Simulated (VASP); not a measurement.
A run of VASP 6.6.1:

INCAR

```
  ALGO = Fast
  EDIFF = 1E-6
  ENCUT = 520
  GGA = PE
  ISIF = 2
  ISMEAR = 0
  ISYM = 0
  LASPH = T
  LCHARG = T
  LELF = T
  LREAL = F
  LVHAR = T
  LWAVE = F
  NBANDS = 14
  NELM = 80
  PREC = Accurate
  SIGMA = 0.15
```

KPOINTS

```
k-points
0
Gamma
  16 16 5
```

Contents of POSCAR:

```
Al
1.0
   -1.6174623135      1.6174623135     -1.6174623135
   -1.6174623135     -1.6174623135      1.6174623135
   -1.6174623135      6.4698492542      6.4698492542
Al
4
Direct
   -0.4375000000     -0.4375000000      0.8750000000
    0.4375000000      0.4375000000      0.1250000000
   -0.1875000000     -0.1875000000      0.3750000000
    0.1875000000      0.1875000000      0.6250000000
```

Potentials or basis: VASP PAW PBE potentials, release 64 (Al).

Command:

```console
$ cat potpaw_PBE.64/Al/POTCAR > POTCAR
$ mpirun -np 1 vasp_std > vasp.out
```

Hardware: 1 thread of Intel Xeon 8259CL, with other jobs on the host.

Question: How long does it take, and how much memory?

Answer: Run time: 6.2 min on 1 thread of Intel Xeon 8259CL (shared host), peak memory 0.54 GiB. Counts: scf iterations 12, k points 642.
